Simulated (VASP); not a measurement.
# Ti3O4 (I4/mmm) in VASP: notebook, part 2 of 2

VASP 6.6.1.

## (3) Relaxation of shape and atoms at fixed volume, PBEsol (9.14 Å³/atom)

This run uses another cell than the first one, of 9.14 Å³/atom.

The input, INCAR:

```
SYSTEM = Ti3O4
PREC     = Accurate       ! precision mode
ENCUT    = 600            ! plane-wave cutoff, eV
EDIFF    = 1E-7           ! SCF threshold, eV
ISMEAR   = 0              ! smearing method
SIGMA    = 0.1            ! smearing width, eV
LREAL    = .False.        ! projectors in reciprocal space
LASPH    = .True.         ! aspherical terms in the spheres
NELM     = 60             ! most SCF steps
ALGO     = Normal         ! electronic algorithm
ISIF     = 4              ! what is computed and relaxed
LWAVE    = .False.        ! write WAVECAR
LCHARG   = .False.        ! write CHGCAR
GGA      = PS             ! functional
IBRION   = 2              ! ionic algorithm
NSW      = 50             ! ionic steps
EDIFFG   = -0.01          ! ionic threshold
```

The input, KPOINTS:

```
regular mesh
0
Gamma
  12 12 12
  0 0 0
```

The input, POSCAR:

```
Ti3O4
1.0
   -2.0089834786      2.0089834786      3.9630755776
    2.0089834786     -2.0089834786      3.9630755776
    2.0089834786      2.0089834786     -3.9630755776
Ti O
3 4
Direct
    0.2500000000      0.7500000000      0.5000000000
    0.5000000000      0.5000000000      0.0000000000
    0.7500000000      0.2500000000      0.5000000000
    0.0000000000      0.5000000000      0.5000000000
    0.2405688952      0.2405688952      0.0000000000
    0.5000000000      0.0000000000      0.5000000000
    0.7594311048      0.7594311048      0.0000000000
```

Potentials or basis: VASP PAW PBE potentials, release 64 (Ti_sv, O).

Launch:

```
> cat potpaw_PBE.64/Ti_sv/POTCAR potpaw_PBE.64/O/POTCAR > POTCAR
> mpirun -np 1 vasp_std > vasp.out
```

OUTCAR:

```text
SYSTEM = Ti3O4
   PREC = Accurate
   ENCUT = 600
   EDIFF = 1E-7
   ISMEAR = 0
   LREAL = .False.
   LASPH = .True.
   NELM = 60
   ISIF = 4
   GGA = PS
   IBRION = 2
   NSW = 50
   EDIFFG = -0.01

 ion  position               nearest neighbor table
   1  0.250  0.750  0.500-   4 1.98   6 1.98   5 2.01   7 2.01   7 2.01   5 2.01   2 2.82   2 2.82
                             2 2.82   2 2.82   3 2.84   3 2.84   3 2.84   3 2.84
   2  0.500  0.500  0.000-   4 2.01   6 2.01   6 2.01   4 2.01   5 2.06   7 2.06   1 2.82   3 2.82
                             1 2.82   3 2.82   1 2.82   1 2.82   3 2.82   3 2.82
   3  0.750  0.250  0.500-   4 1.98   6 1.98   5 2.01   7 2.01   7 2.01   5 2.01   2 2.82   2 2.82
                             2 2.82   2 2.82   1 2.84   1 2.84   1 2.84   1 2.84
   4  0.000  0.500  0.500-   1 1.98   3 1.98   2 2.01   2 2.01
   5  0.241  0.241  0.000-   3 2.01   1 2.01   1 2.01   3 2.01   2 2.06
[... 366 lines left out ...]
  ext. energy  EPLUGINS =         0.00000000
  ---------------------------------------------------
  free energy    TOTEN  =       -65.97821947 eV

  energy without entropy =      -65.96588462  energy(sigma->0) =      -65.97205204

 E-fermi :  10.7097     XC(G=0): -12.9545

 val. band max:       10.7039726516   @ k =  -0.2500   0.4167   0.1667
 cond. band min:      10.7207101379   @ k =   0.1667   0.1667   0.1667
 fundamental gap:      0.0167374863
 Fermi energy:        10.7096587609

 k-point     1 :       0.0000    0.0000    0.0000
  band No.  band energies     occupation
      1     -47.2192      2.00000
      2     -47.0504      2.00000
      3     -46.9164      2.00000
      4     -23.8732      2.00000
      5     -23.8419      2.00000
      6     -23.8419      2.00000
[... 925 lines left out ...]
     35      12.3360      0.00000
     36      12.3840      0.00000

 [... further k-points ...]
[... 5 lines left out ...]
  --------------------------------------------------------------------------------------
  -------------------------------------------------------------------------------------
  Total        6.8788985      6.8788985      6.8679580      0.0000000      0.0000000      0.0000000
  in kB      172.2599850    172.2599850    171.9860164      0.0000000      0.0000000      0.0000000
  external PRESSURE =     172.1686622 kB  Pullay stress =       0.0000000 kB
[... 22 lines left out ...]
  FREE ENERGIE OF THE ION-ELECTRON SYSTEM (eV)
  ---------------------------------------------------
  free  energy   TOTEN  =       -65.9782194669 eV

  energy  without entropy=      -65.9658846161  energy(sigma->0) =      -65.97205204

 reached required accuracy - stopping structural energy minimisation
```

Wall time 61 min (1 thread of Intel Xeon 8259CL, shared host); peak memory 0.5 GiB.

Results:

```yaml
Free_energy: -65.9782 eV
Energy_gained_by_relaxing: 0.7 meV/atom
Ionic_steps: 5
Pressure_after_relaxing: 17.2 GPa
Band_gap_on_the_k_mesh: zero (bands 30 and 31 overlap by 3.90 eV)
```

The path:
```
step  energy change (eV)  largest force (eV/Å)  pressure (GPa)  volume (Å³)
   1              0.0000                0.2674           17.97        63.98
   2             -0.0041                0.0675           17.45        63.98
   3             -0.0043                0.0234           17.34        63.98
   4             -0.0048                0.0129           17.16        63.98
   5             -0.0050                0.0001           17.22        63.98
```

Final structure:
```xyz
7
Lattice="-2.0098 2.0098 3.9597 2.0098 -2.0098 3.9597 2.0098 2.0098 -3.9597" Properties=species:S:1:pos:R:3 pbc="T T T"
Ti    2.0098    0.0000    1.9798
Ti    0.0000    0.0000    3.9597
Ti    0.0000    2.0098    1.9798
O     2.0098    0.0000    0.0000
O     0.0000    0.0000    1.8858
O     0.0000    2.0098    0.0000
O     0.0000    0.0000    6.0335
```

Caveat: the PAW data sets were made with another functional, which shifts forces and pressure a little; semilocal functionals often make such compounds metallic where correlation or magnetic order opens a gap, which also shifts bond lengths.
